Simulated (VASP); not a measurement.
# MgScC2N2 in VASP: notebook

MgScC2N2 is run at these levels: PBE; tasks: single point, relaxation of cell and atoms.

Everything below comes from runs of VASP 6.6.1. Logs are shortened: lines on timing, memory, paths and dates and some standing lists are left out, and cuts for length are marked.

### 1 The cell of the first run

The typed cell holds 6 atoms: a = 3.476 Å, b = 3.476 Å, c = 7.607 Å, α = 109.78°, β = 109.76°, γ = 55.82°.

### 2 Single point, PBE

Contents of INCAR:

```
PREC = Accurate
ENCUT = 520
EDIFF = 1E-7
ISMEAR = 0
SIGMA = 0.1
LREAL = False
LASPH = True
NELM = 80
ALGO = Fast
ISIF = 2
LWAVE = False
LCHARG = True
GGA = PE
LELF = True
LVHAR = True
NBANDS = 24
```

Contents of KPOINTS:

```
regular mesh
0
Gamma
  4 4 4
```

Contents of POSCAR:

```
MgScC2N2
1.0
    3.2791190164      1.1530316637     -0.0285224148
    0.8888390904      3.3609099534      0.0034968771
   -1.9039391828     -2.1661458922      7.0394340589
Mg Sc C N
1 1 2 2
Direct
    0.0000000000      0.0000000000      0.0000000000
    0.5000000000      0.5000000000      0.5000000000
    0.2215855036      0.2216797008      0.8057515001
    0.7784144964      0.7783202992      0.1942484999
    0.2730204684      0.2730062298      0.6610919369
    0.7269795316      0.7269937702      0.3389080631
```

Potentials or basis: VASP PAW PBE potentials, release 64 (Mg, Sc_sv, C, N).

On the command line:

```console
$ cat potpaw_PBE.64/Mg/POTCAR potpaw_PBE.64/Sc_sv/POTCAR potpaw_PBE.64/C/POTCAR potpaw_PBE.64/N/POTCAR > POTCAR
$ mpirun -np 1 vasp_std > vasp.out
```

OUTCAR:

```text
PREC = Accurate
   ENCUT = 520
   EDIFF = 1E-7
   ISMEAR = 0
   LREAL = False
   LASPH = True
   NELM = 80
   ISIF = 2
   GGA = PE

 ion  position               nearest neighbor table
   1  0.000  0.000  0.000-   3 2.36   4 2.36   4 2.41   3 2.41   4 2.41   3 2.41
   2  0.500  0.500  0.500-   5 2.18   6 2.18   5 2.32   6 2.32   5 2.32   6 2.32   3 2.74   4 2.74
                             4 2.74   3 2.74
   3  0.222  0.222  0.806-   5 1.26   1 2.36   1 2.41   1 2.41   2 2.74   2 2.74
   4  0.778  0.778  0.194-   6 1.26   1 2.36   1 2.41   1 2.41   2 2.74   2 2.74
   5  0.273  0.273  0.661-   3 1.26   2 2.18   2 2.32   2 2.32
   6  0.727  0.727  0.339-   4 1.26   2 2.18   2 2.32   2 2.32

  LATTYP: Found a triclinic cell.
 ALAT       =     3.4760490603
 B/A-ratio  =     0.9361500634
 C/A-ratio  =     2.2254065549
 COS(alpha) =     0.0001348845
 COS(beta)  =     0.3693277424
 COS(gamma) =     0.4679492384

  Lattice vectors:

 A1 = (  -3.2791190164,  -1.1530316637,   0.0285224148)
 A2 = (  -2.3902799260,   2.2078782897,   0.0320192919)
 A3 = (  -2.2640189240,  -2.3477957249,  -7.0144085212)

Analysis of symmetry for initial positions (statically):
=====================================================================
 Subroutine PRICEL returns:
 Original cell was already a primitive cell.

 Routine SETGRP: Setting up the symmetry group for a
 triclinic supercell.

 Subroutine GETGRP returns: Found  2 space group operations
 (whereof  2 operations were pure point group operations)
 out of a pool of  2 trial point group operations.

The static configuration has the point symmetry S_2 .

Analysis of symmetry for dynamics (positions and initial velocities):
=====================================================================
 Subroutine PRICEL returns:
 Original cell was already a primitive cell.

 Routine SETGRP: Setting up the symmetry group for a
 triclinic supercell.

 Subroutine GETGRP returns: Found  2 space group operations
 (whereof  2 operations were pure point group operations)
 out of a pool of  2 trial point group operations.

The dynamic configuration has the point symmetry S_2 .

 Subroutine INISYM returns: Found  2 space group operations
 (whereof  2 operations are pure point group operations),
 and found     1 'primitive' translations

----------------------------------------------------------------------------------------

                                     Primitive cell

  volume of cell :      70.2555

  direct lattice vectors                    reciprocal lattice vectors
     3.279119016  1.153031664 -0.028522415     0.336863033 -0.089154337  0.063676344
     0.888839090  3.360909953  0.003496877    -0.114651627  0.327786994  0.069855719
    -1.903939183 -2.166145892  7.039434059     0.001421857 -0.000524066  0.142280177

  length of vectors
     3.476049060  3.476458381  7.607286264     0.354231387  0.354216220  0.142288247

  position of ions in fractional coordinates (direct lattice)
     0.000000000  0.000000000  0.000000000
     0.500000000  0.500000000  0.500000000
     0.221585504  0.221679701  0.805751500
     0.778414496  0.778320299  0.194248500
     0.273020468  0.273006230  0.661091937
     0.726979532  0.726993770  0.338908063

  ion indices of the primitive-cell ions
   primitive index   ion index
                 1           1
                 2           2
                 3           3
                 4           4
                 5           5
                 6           6

----------------------------------------------------------------------------------------

 KPOINTS: regular mesh

Automatic generation of k-mesh.
 Grid dimensions read from file:
 generate k-points for:    4    4    4

 Generating k-lattice:

  Cartesian coordinates                     Fractional coordinates (reciprocal lattice)
     0.084215758 -0.022288584  0.015919086     0.250000000  0.000000000 -0.000000000
    -0.028662907  0.081946748  0.017463930    -0.000000000  0.250000000  0.000000000
     0.000355464 -0.000131016  0.035570044     0.000000000  0.000000000  0.250000000

  Length of vectors
     0.088557847  0.088554055  0.035572062

  Shift w.r.t. Gamma in fractional coordinates (k-lattice)
     0.000000000  0.000000000  0.000000000

 Subroutine IBZKPT returns following result:
 ===========================================

 Found     36 irreducible k-points:

 Following reciprocal coordinates:
            Coordinates               Weight
  0.000000  0.000000  0.000000      1.000000
  0.250000 -0.000000 -0.000000      2.000000
  0.500000 -0.000000 -0.000000      1.000000
 -0.000000  0.250000  0.000000      2.000000
  0.250000  0.250000 -0.000000      2.000000
  0.500000  0.250000  0.000000      2.000000
[... 16 lines left out ...]
  0.000000 -0.250000  0.250000      2.000000
  0.250000 -0.250000  0.250000      2.000000
 [... further k-points ...]
   k-points           NKPTS =     36   k-points in BZ     NKDIM =     36   number of bands    NBANDS=     24
   number of dos      NEDOS =    301   number of ions     NIONS =      6
   total plane-waves  NPLWV =  47040
   dimension x,y,z NGX =    28 NGY =   28 NGZ =   60
   dimension x,y,z NGXF=    56 NGYF=   56 NGZF=  120
   ions per type =               1   1   2   2
   NGX,Y,Z   is equivalent  to a cutoff of  13.39, 13.39, 13.11 a.u.
   NGXF,Y,Z  is equivalent  to a cutoff of  26.78, 26.78, 26.22 a.u.
 SYSTEM =  unknown system
   PREC   = accura    normal or accurate (medium, high low for compatibility)
   ISTART =      0    job   : 0-new  1-cont  2-samecut
   ICHARG =      2    charge: 1-file 2-atom 10-const
   ISPIN  =      1    spin polarized calculation?
   LNONCOLLINEAR =      F non collinear calculations
   LSORBIT =      F    spin-orbit coupling
   LASPH  =      T    aspherical Exc in radial PAW
   ENCUT  =  520.0 eV  38.22 Ry    6.18 a.u.   6.46  6.46 14.14*2*pi/ulx,y,z
   NELM   =     80;   NELMIN=  2; NELMDL= -5     # of ELM steps
   EDIFF  = 0.1E-06   stopping-criterion for ELM
   LREAL  =      F    real-space projection
   EDIFFG = 0.1E-05   stopping-criterion for IOM
   NSW    =      0    number of steps for IOM
   IBRION =     -1    ionic relax: 0-MD 1-quasi-New 2-CG
   NFREE  =      0    steps in history (QN), initial steepest desc. (CG)
   ISIF   =      2    stress and relaxation
   ISYM   =      2    0-nonsym 1-usesym 2-fastsym
   POTIM  = 0.5000    time-step for ionic-motion
   TEBEG  =    0.0;   TEEND  =   0.0 temperature during run
   PSTRESS=    0.0 pullay stress
   NELECT =      31.0000    total number of electrons
   NUPDOWN=      -1.0000    fix difference up-down
   EMIN   =  10.00;   EMAX   =-10.00  energy-range for DOS
   EFERMI =   0.00;   METHOD = LEGACY
   ISMEAR =     0;   SIGMA  =   0.10  broadening in eV -4-tet -1-fermi 0-gaus
   EFERMI_NEDOS =   21; number of points for ismear=-14 and -15
   IALGO  =     68    algorithm
   IMIX   =      4    mixing-type and parameters
     AMIX     =   0.40;   BMIX     =  1.00
     AMIX_MAG =   1.60;   BMIX_MAG =  1.00
  volume/ion in A,a.u.               =      11.71        79.02
  Fermi-wavevector in a.u.,A,eV,Ry     =   1.246336  2.355234 21.134672  1.553355
  Thomas-Fermi vector in A             =   2.380518
   LORBIT       =      0    0 simple, 1 ext, 2 COOP (PROOUT), +10 PAW based schemes
   GGA     = PE    functional components
   LHFCALC =     F    Hartree Fock is set to
   AEXX    =    0.0000 exact exchange contribution
   IVDW    =     0    specifies the selected vdW correction
   LEPSILON=     F    determine dielectric tensor
   LRPA    =     F    only Hartree local field effects (RPA)
 non-spin polarized calculation
 RMM-DIIS sequential band-by-band and
 Gauss-broadening in eV      SIGMA  =   0.10
  energy-cutoff  :      520.00
  volume of cell :       70.26
 maximum number of plane-waves:      1905
 NGX is ok and might be reduce to    28
   NGX = 13   NGY = 13   NGZ = 29

 number of electron      30.9999999 magnetization

 Free energy of the ion-electron system (eV)
  ---------------------------------------------------
  ext. energy  EPLUGINS =         0.00000000
  ---------------------------------------------------
  free energy    TOTEN  =       -43.46823405 eV

  energy without entropy =      -43.45491561  energy(sigma->0) =      -43.46157483

 E-fermi :   5.3597     XC(G=0): -10.5285

 val. band max:        5.3393151346   @ k =   0.5000   0.2500   0.5000
 cond. band min:       5.3858140392   @ k =   0.5000   0.2500   0.0000
 fundamental gap:      0.0464989046
 Fermi energy:         5.3597377103

 k-point     1 :       0.0000    0.0000    0.0000
  band No.  band energies     occupation
      1     -44.5916      2.00000
      2     -23.3628      2.00000
      3     -23.1844      2.00000
      4     -23.0785      2.00000
      5     -14.3582      2.00000
      6     -13.8782      2.00000
[... 16 lines left out ...]
     23       9.9935      0.00000
     24      11.6431      0.00000

 k-point     2 :       0.2500   -0.0000   -0.0000
  band No.  band energies     occupation
      1     -44.5737      2.00000
      2     -23.3611      2.00000
      3     -23.3198      2.00000
      4     -23.1095      2.00000
      5     -14.0427      2.00000
      6     -13.8378      2.00000
[... 16 lines left out ...]
     23      10.0404      0.00000
     24      11.8961      0.00000

 k-point     3 :       0.5000   -0.0000   -0.0000
  band No.  band energies     occupation
      1     -44.5557      2.00000
      2     -23.5256      2.00000
      3     -23.2948      2.00000
      4     -23.1257      2.00000
      5     -13.8639      2.00000
      6     -13.6479      2.00000
[... 16 lines left out ...]
     23      10.0622      0.00000
     24      11.5114      0.00000
[... 514 lines left out ...]
 k-point    23 :       0.0000   -0.2500    0.2500
  band No.  band energies     occupation
      1     -44.5737      2.00000
      2     -23.3611      2.00000
      3     -23.3198      2.00000
      4     -23.1095      2.00000
      5     -14.0366      2.00000
      6     -13.8446      2.00000
[... 16 lines left out ...]
     23       9.9405      0.00000
     24      11.4950      0.00000

 k-point    24 :       0.2500   -0.2500    0.2500
  band No.  band energies     occupation
      1     -44.5558      2.00000
      2     -23.4994      2.00000
      3     -23.3060      2.00000
      4     -23.1430      2.00000
      5     -13.7970      2.00000
      6     -13.7156      2.00000
[... 16 lines left out ...]
     23       9.9475      0.00000
     24      11.5700      0.00000

 [... further k-points ...]

------------------------ aborting loop because EDIFF is reached ----------------------------------------

  FORCE on cell =-STRESS in cart. coord.  units (eV):
  Direction    XX          YY          ZZ          XY          YZ          ZX
  --------------------------------------------------------------------------------------
  -------------------------------------------------------------------------------------
  Total        0.1734971      0.1773085      0.3271894      0.0158003     -0.1628480     -0.1527772
  in kB        3.9566024      4.0435217      7.4615590      0.3603260     -3.7137512     -3.4840868
  external PRESSURE =       5.1538944 kB  Pullay stress =       0.0000000 kB

 VOLUME and BASIS-vectors are now :
 -----------------------------------------------------------------------------
  energy-cutoff  :      520.00
  volume of cell :       70.26
      direct lattice vectors                 reciprocal lattice vectors
     3.279119016  1.153031664 -0.028522415     0.336863033 -0.089154337  0.063676344
     0.888839090  3.360909953  0.003496877    -0.114651627  0.327786994  0.069855719
    -1.903939183 -2.166145892  7.039434059     0.001421857 -0.000524066  0.142280177

 POSITION                                       TOTAL-FORCE (eV/Angst)
 -----------------------------------------------------------------------------------
      0.00000      0.00000      0.00000        -0.000000     -0.000000      0.000000
      1.13201      1.17390      3.50720        -0.000000     -0.000000      0.000000
     -0.61046     -0.74483      5.66649        -0.073614     -0.082731      0.141736
      2.87448      3.09263      1.34792         0.073614      0.082731     -0.141736
     -0.12075     -0.19967      4.64688         0.049963      0.056746     -0.091387
      2.38477      2.54747      2.36753        -0.049963     -0.056746      0.091387
 -----------------------------------------------------------------------------------
    total drift:                                0.000000     -0.000000      0.000000

  FREE ENERGIE OF THE ION-ELECTRON SYSTEM (eV)
  ---------------------------------------------------
  free  energy   TOTEN  =       -43.4682340514 eV

  energy  without entropy=      -43.4549156064  energy(sigma->0) =      -43.46157483
```

Run time: 3.7 min. Hardware: 1 thread of Oxide Virtual Turin-like, shared host; peak memory 0.21 GiB.

Results:

| Item | Value |
| --- | --- |
| Free energy | -43.4682 eV |
| Pressure | 0.5 GPa |
| Largest force | 0.180 eV/Å |
| Band gap on the k mesh | zero (an odd number of electrons rules out a gap without spin polarisation) |

Forces on the atoms (eV/Å):
```
Mg   0.000  0.000  0.000
Sc   0.000  0.000  0.000
C   -0.074 -0.083  0.142
C    0.074  0.083 -0.142
N    0.050  0.057 -0.091
N   -0.050 -0.057  0.091
```

Stress tensor (GPa, compression positive):
```
 0.40  0.04 -0.35
 0.04  0.40 -0.37
-0.35 -0.37  0.75
```

Caveat: the k points lie up to 0.56 Å⁻¹ apart, too coarse for converged energies and pressures of a metal; an odd number of electrons without spin polarisation forces a metal; a magnetic or distorted state may lie lower.

### 3 Single point, PBE

This run uses another cell than the first one, of 11.68 Å³/atom.

Contents of INCAR:

```
  PREC = Accurate
  ENCUT = 520
  EDIFF = 1E-6
  ISMEAR = 0
  SIGMA = 0.1
  LREAL = F
  LASPH = T
  NELM = 100
  ALGO = Normal
  ISIF = 2
  LWAVE = F
  LCHARG = T
  GGA = PE
  LELF = T
  LVHAR = T
  NBANDS = 24
```

Contents of KPOINTS:

```
regular mesh
0
Gamma
  6 6 4
```

Contents of POSCAR:

```
MgScC2N2
1.0
    3.0697353535     -1.6371506036     -0.0095909486
    3.0697353535      1.6371506036     -0.0095909486
   -2.9315513773      0.0000000000      6.9836370848
Mg Sc C N
1 1 2 2
Direct
    0.0000000000      0.0000000000      0.0000000000
    0.5000000000      0.5000000000      0.5000000000
    0.2164980791      0.2164980791      0.8039024710
    0.7835019209      0.7835019209      0.1960975290
    0.2721098867      0.2721098867      0.6609507638
    0.7278901133      0.7278901133      0.3390492362
```

Potentials or basis: VASP PAW PBE potentials, release 64 (Mg, Sc_sv, C, N).

On the command line:

```console
$ cat potpaw_PBE.64/Mg/POTCAR potpaw_PBE.64/Sc_sv/POTCAR potpaw_PBE.64/C/POTCAR potpaw_PBE.64/N/POTCAR > POTCAR
$ mpirun -np 1 vasp_std > vasp.out
```

Run time: 2.6 min. Hardware: 1 thread of Oxide Virtual Turin-like, shared host; peak memory 0.22 GiB.

The run converged. Its results:

| Item | Value |
| --- | --- |
| Free energy | -43.4609 eV |
| Pressure | 0.4 GPa |
| Largest force | 0.182 eV/Å |
| Band gap on the k mesh | zero (an odd number of electrons rules out a gap without spin polarisation) |

Forces on the atoms (eV/Å):
```
Mg   0.000  0.000  0.000
Sc   0.000  0.000  0.000
C   -0.115  0.000  0.142
C    0.115  0.000 -0.142
N    0.111  0.000 -0.084
N   -0.111  0.000  0.084
```

Stress tensor (GPa, compression positive):
```
 0.52  0.00 -0.21
 0.00  0.12  0.00
-0.21  0.00  0.62
```

Levels at points of the mesh, in eV from the Fermi level:
```csv
k point,band 14,band 15,band 16,band 17,band 18,band 19
"(0.00, 0.00, 0.00)",-4.33,-1.16,0.24,0.64,1.18,2.52
"(0.50, 0.00, 0.00)",-4.66,-1.58,-0.51,0.22,1.43,2.49
"(0.50, 0.50, 0.00)",-4.29,-1.46,0.86,1.83,1.97,2.16
"(0.00, 0.00, 0.50)",-4.64,-0.45,-0.28,0.49,1.19,2.15
"(0.50, 0.00, 0.50)",-5.17,-1.90,0.22,0.76,1.12,2.45
"(0.50, 0.50, 0.50)",-4.53,-0.21,-0.09,1.59,1.89,2.54
```

Caveat: the k points lie up to 0.37 Å⁻¹ apart, too coarse for converged energies and pressures of a metal; an odd number of electrons without spin polarisation forces a metal; a magnetic or distorted state may lie lower.

### 4 Relaxation of cell and atoms, PBE

Contents of INCAR:

```
ALGO     = Normal         # electronic algorithm
EDIFF    = 1E-6           # SCF threshold, eV
EDIFFG   = -0.04          # ionic threshold
ENCUT    = 600            # plane-wave cutoff, eV
GGA      = PE             # functional
IBRION   = 2              # ionic algorithm
ISIF     = 3              # what is computed and relaxed
ISMEAR   = 0              # smearing method
LASPH    = T              # aspherical terms in the spheres
LCHARG   = F              # write CHGCAR
LREAL    = F              # projectors in reciprocal space
LWAVE    = F              # write WAVECAR
NELM     = 80             # most SCF steps
NSW      = 90             # ionic steps
PREC     = Accurate       # precision mode
SIGMA    = 0.1            # smearing width, eV
```

Contents of KPOINTS:

```
k-points
0
Gamma
  6 6 4
```

Contents of POSCAR:

```
MgScC2N2
1.0
    3.0719769685     -1.6270517740      0.0000000000
    3.0719769685      1.6270517740      0.0000000000
   -2.9117341454      0.0000000000      7.0279875195
Mg Sc C N
1 1 2 2
Direct
    0.0000000000      0.0000000000      0.0000000000
    0.5000000000      0.5000000000      0.5000000000
    0.2216326022      0.2216326022      0.8057515001
    0.7783673978      0.7783673978      0.1942484999
    0.2730133491      0.2730133491      0.6610919369
    0.7269866509      0.7269866509      0.3389080631
```

On the command line:

```console
$ cat potpaw_PBE.64/Mg/POTCAR potpaw_PBE.64/Sc_sv/POTCAR potpaw_PBE.64/C/POTCAR potpaw_PBE.64/N/POTCAR > POTCAR
$ mpirun -np 1 vasp_std > vasp.out
```

Run time: 11 min. Hardware: 1 thread of Oxide Virtual Turin-like, shared host; peak memory 0.27 GiB.

The run converged. Its results:

```
Free energy                           : -43.4674 eV
Relaxed volume                        : 11.66 Å³/atom
Relaxed cell                          : a = 3.474 Å, b = 3.474 Å, c = 7.566 Å, α = 110.08°, β = 110.08°, γ = 56.25°
Space group after relaxing (to 0.1 Å) : C2/m (No. 12)
Energy gained by relaxing             : 0.7 meV/atom
Ionic steps                           : 9
Pressure after relaxing               : 0.1 GPa
Largest force after relaxing          : 0.023 eV/Å
Band gap on the k mesh                : zero (an odd number of electrons rules out a gap without spin polarisation)
```

Forces on the atoms (eV/Å):
```
Mg   0.000  0.000  0.000
Sc   0.000  0.000  0.000
C   -0.013  0.000 -0.019
C    0.013  0.000  0.019
N    0.004  0.000 -0.013
N   -0.004  0.000  0.013
```

Stress tensor (GPa, compression positive):
```
0.37 0.00 0.05
0.00 0.01 0.00
0.05 0.00 0.04
```

The path:
| step | energy change (eV) | largest force (eV/Å) | pressure (GPa) | volume (Å³) |
| --- | --- | --- | --- | --- |
| 1 | 0.0000 | 0.1879 | 0.34 | 70.26 |
| 2 | 0.0101 | 0.8312 | -1.84 | 70.51 |
| 3 | -0.0005 | 0.0876 | -0.05 | 70.30 |
| 4 | -0.0017 | 0.0611 | -0.19 | 70.34 |
| 5 | -0.0029 | 0.0445 | -0.49 | 70.42 |
| 6 | -0.0038 | 0.1241 | -0.04 | 70.20 |
| 7 | -0.0039 | 0.1635 | 0.23 | 70.08 |
| 8 | -0.0042 | 0.0859 | 0.17 | 70.01 |
| 9 | -0.0043 | 0.0229 | 0.14 | 69.95 |

Final structure:
```yaml
crystal:
  lattice:
    - [3.06406, -1.63790, -0.00920]
    - [3.06406, 1.63790, -0.00920]
    - [-2.92533, 0.00000, 6.97810]
  atoms:
    - { symbol: Mg, position: [0.00000, 0.00000, 0.00000] }
    - { symbol: Sc, position: [0.50000, 0.50000, 0.50000] }
    - { symbol: C, position: [0.21704, 0.21704, 0.80532] }
    - { symbol: C, position: [0.78296, 0.78296, 0.19468] }
    - { symbol: N, position: [0.27309, 0.27309, 0.66208] }
    - { symbol: N, position: [0.72691, 0.72691, 0.33792] }
```

Levels at points of the mesh, in eV from the Fermi level:
```tsv
k point	band 12	band 13	band 14	band 15	band 16	band 17	band 18	band 19
(0.00, 0.00, 0.00)	-5.25	-4.70	-4.32	-1.16	0.24	0.65	1.18	2.51
(0.50, 0.00, 0.00)	-5.58	-5.31	-4.66	-1.58	-0.52	0.23	1.42	2.49
(0.50, 0.50, 0.00)	-5.69	-5.49	-4.27	-1.46	0.85	1.81	1.97	2.16
(0.00, 0.00, 0.50)	-5.22	-4.76	-4.62	-0.45	-0.27	0.49	1.20	2.12
(0.50, 0.00, 0.50)	-5.75	-5.31	-5.17	-1.90	0.22	0.75	1.14	2.46
(0.50, 0.50, 0.50)	-5.76	-5.41	-4.50	-0.20	-0.09	1.57	1.88	2.56
```

Caveat: the k points lie up to 0.37 Å⁻¹ apart in the final cell, too coarse for converged energies and pressures of a metal; an odd number of electrons without spin polarisation forces a metal; a magnetic or distorted state may lie lower.

[end of part 1 of 2]

The gap in the log of VASP goes by the Fermi energy; the results here count the filled bands.